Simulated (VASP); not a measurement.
A run of VASP 6.6.1 is set up as follows.

File INCAR:

```
SYSTEM = Y
  ALGO = Normal
  EDIFF = 1E-6
  ENCUT = 500
  GGA = PE
  GGA_COMPAT = .FALSE.
  ISIF = 2
  ISMEAR = 0
  LASPH = .TRUE.
  LCHARG = .FALSE.
  LREAL = .FALSE.
  LWAVE = .FALSE.
  NBANDS = 12
  NELM = 120
  PREC = Accurate
  SIGMA = 0.1
```

The input KPOINTS:

```
k-points
0
G
  6 6 6
  0 0 0
```

POSCAR

```
Y
1.0
   -2.0978409962      2.0978409962      2.0978409962
    2.0978409962     -2.0978409962      2.0978409962
    2.0978409962      2.0978409962     -2.0978409962
Y
1
Direct
    0.0000000000      0.0000000000      0.0000000000
```

Potentials or basis: VASP PAW PBE potentials, release 64 (Y_sv).

Command:

```sh
$ cat potpaw_PBE.64/Y_sv/POTCAR > POTCAR
$ mpirun -np 1 vasp_std > vasp.out
```

Problem. What does it give for the band gap on the k mesh?

Solution. Zero (an odd number of electrons rules out a gap without spin polarisation).

Problem. Estimate the pressure.

Solution. -3.5 GPa.

Caveat: the cell stands under tension.
